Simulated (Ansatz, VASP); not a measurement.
## ZrNb2B4 in VASP and in Ansatz

```xyz
7
Lattice="3.1765 0.0001 0.0000 -0.0001 -3.3875 0.0001 -1.5881 1.6939 -7.1250" Properties=species:S:1:pos:R:3 pbc="T T T"
Zr    1.5883    0.0000    0.0000
Nb    0.0000    0.0000   -2.6531
Nb    1.5883   -1.6936   -4.4719
B     1.5884    0.0002   -6.1882
B     0.0000   -1.6937   -0.9368
B     0.0000    0.0002   -5.2182
B     1.5883   -1.6937   -1.9067
```

Change from the starting cell: cell x1, atoms moved at random (sigma 0.05 Å) and cell strained at random (1.5 %), then relaxed without symmetry.

Alike in both runs: functional PBE; k mesh 8 × 8 × 8; occupations gaussian, width 0.2 eV; no spin polarisation.

Ansatz relaxed the structure, and its values are those at the end. VASP's run is a single point on that final structure, the one shown.

|  | VASP | Ansatz |
| --- | --- | --- |
| version | VASP 6.6.1 | Ansatz 0.2.0 |
| potentials or method | VASP PAW PBE potentials, release 64 (Zr_sv, Nb_sv, B), cutoff 500 eV | scalar-relativistic, plane waves, PAW |
| valence electrons in the cell | 50 | 50 |

```csv
,VASP,Ansatz,Ansatz less VASP
gap on the k mesh at the Fermi level (eV),none,none,-
pressure (GPa),-0.2,0.0,+0.16
rms of the force components (eV/Å),0.007,0.003,-0.0039
```

A gap of «none» marks a metal or a gap that the smearing closes.
